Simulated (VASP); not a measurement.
Set up this calculation in VASP 6.6.1, as the native input.

```yaml
Task: single point
Functional: r2SCAN
Potentials_or_basis: VASP PAW PBE potentials, release 64 (Ge_d)
Cutoff: 520 eV
k_mesh: 4 × 4 × 5
Occupations: fermi-dirac, width 0.05 eV
Spin: no spin polarisation
Dipole_correction: no
Further_INCAR_settings: ALGO = Normal; EDIFF = 1e-06; NBANDS = 21
```

Crystal: Ge.

```xyz
2
Lattice="4.0904 0.0000 0.0000 -2.0452 3.5424 0.0000 0.0000 0.0000 3.3266" Properties=species:S:1:pos:R:3 pbc="T T T"
Ge    2.0452    1.1808    0.4686
Ge    0.0000    2.3616    2.8580
```

One way to write it, as run:

POSCAR

```
Ge
1.0
    4.0904100000      0.0000000000      0.0000000000
   -2.0452000000      3.5424000000      0.0000000000
    0.0000000000      0.0000000000      3.3265800000
Ge
2
Direct
    0.6666700000      0.3333300000      0.1408600000
    0.3333300000      0.6666700000      0.8591400000
```

INCAR.step1

```
PREC = Accurate
ENCUT = 520
ISMEAR = -1
SIGMA = 0.05
LREAL = F
LASPH = T
NELM = 60
NBANDS = 21
GGA = PE
ALGO = Normal
EDIFF = 1E-4
LWAVE = T
LCHARG = F
```

INCAR.step2

```
PREC = Accurate
ENCUT = 520
EDIFF = 1E-6
ISMEAR = -1
SIGMA = 0.05
LREAL = F
LASPH = T
NELM = 60
ALGO = Normal
ISIF = 2
LWAVE = F
LCHARG = T
METAGGA = R2SCAN
LMIXTAU = T
LELF = T
LVHAR = T
NBANDS = 21
ISTART = 1
```

KPOINTS

```
Automatic mesh
0
Gamma
  4 4 5
```

Potentials or basis: VASP PAW PBE potentials, release 64 (Ge_d).

The run is started by

```bash
$ cat potpaw_PBE.64/Ge_d/POTCAR > POTCAR
$ cp INCAR.step1 INCAR
$ mpirun -np 1 vasp_std > vasp.out
$ cp INCAR.step2 INCAR
$ mpirun -np 1 vasp_std > vasp.out
```

Results of the run:

```
Pressure               : -3.7 GPa
Largest force          : 0.094 eV/Å
Band gap on the k mesh : zero (band 14 reaches 6.35 eV, above the bottom of band 15 at 2.77 eV)
```

Caveat: the k points lie up to 0.44 Å⁻¹ apart; the PAW data sets were made with another functional, which shifts forces and pressure a little.

Run time: 57 s on 1 thread of Intel(R) Xeon(R) Platinum 8559C (Emerald Rapids), with other jobs on the host, peak memory 0.18 GiB.
